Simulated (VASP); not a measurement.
Here is a VASP 6.6.1 calculation.

Contents of INCAR:

```
SYSTEM = TlGa
PREC = Accurate
ENCUT = 520
EDIFF = 1E-6
ISMEAR = 1
SIGMA = 0.025
LREAL = .False.
LASPH = .True.
NELM = 60
ALGO = Normal
ISIF = 2
LWAVE = .False.
LCHARG = .False.
GGA = PE
NBANDS = 20
```

File KPOINTS:

```
regular mesh
0
Gamma
  7 7 4
  0 0 0
```

File POSCAR:

```
TlGa
1.0
    3.6521389600      0.0000000000      0.0000000000
   -1.8260694800      3.1628451200      0.0000000000
    0.0000000000      0.0000000000      5.8682937400
Tl Ga
1 1
Direct
    0.3333333300      0.6666666700      0.5000000000
    0.0000000000      0.0000000000      0.0000000000
```

Potentials or basis: VASP PAW PBE potentials, release 64 (Tl_d, Ga_d).

Command:

```bash
$ cat potpaw_PBE.64/Tl_d/POTCAR potpaw_PBE.64/Ga_d/POTCAR > POTCAR
$ mpirun -np 1 vasp_std > vasp.out
```

Task: Predict the band gap on the k mesh.

Result: Zero (band 13 reaches 5.66 eV, above the bottom of band 14 at 1.97 eV).

Task: What does it give for the pressure?

Result: -4.5 GPa.

Stress tensor (GPa, compression positive):
```
-4.39  0.00  0.00
 0.00 -4.39  0.00
 0.00  0.00 -4.79
```

Caveat: spin-orbit coupling is left out, which moves the levels of the heavy elements.
